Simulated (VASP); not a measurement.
Write the native input for VASP 6.6.1 that does the following.

* Task: single point
* Functional: LDA
* Potentials or basis: VASP PAW LDA potentials, release 64 (Pb_d)
* Cutoff: 520 eV
* k mesh: 6 × 6 × 12
* Occupations: gaussian, width 0.1 eV
* Spin: no spin polarisation
* Dipole correction: no
* Further INCAR settings: ALGO = Fast; EDIFF = 1e-06; NBANDS = 36

The structure of Pb lies in POSCAR:

```
Pb
1.0
    6.6160010944      0.0000000000      0.0000000588
   -3.3080005472      5.7296250192     -0.0000000588
   -1.6540002472      0.9549374880      2.9620472900
Pb
4
Direct
    0.0000000000      0.5000000000      0.0000000000
    0.5000000000      0.5000000000      0.0000000000
    0.0000000000      0.0000000000      0.0000000000
    0.5000000000      0.0000000000      0.0000000000
```

These files were run (other wordings do the same):

INCAR

```
SYSTEM = Pb
  PREC = Accurate
  ENCUT = 520
  EDIFF = 1E-6
  ISMEAR = 0
  SIGMA = 0.1
  LREAL = .FALSE.
  LASPH = .TRUE.
  NELM = 80
  ALGO = Fast
  ISIF = 2
  LWAVE = .FALSE.
  LCHARG = .FALSE.
  NBANDS = 36
```

KPOINTS

```
Automatic mesh
0
G
  6 6 12
  0 0 0
```

Potentials or basis: VASP PAW LDA potentials, release 64 (Pb_d).

Run with:

```bash
$ cat potpaw_LDA.64/Pb_d/POTCAR > POTCAR
$ mpirun -np 1 vasp_std > vasp.out
```

Results of the run:

```yaml
Pressure: 2.5 GPa
Band_gap_on_the_k_mesh: zero (bands 28 and 29 overlap by 3.71 eV)
```

Caveat: spin-orbit coupling is left out, which moves the levels of the heavy elements.

It took 18 min on 1 thread of Intel(R) Xeon(R) Platinum 8175M CPU @ 2.50GHz (Skylake/Cascade Lake), with other jobs on the host, peak memory 0.46 GiB.
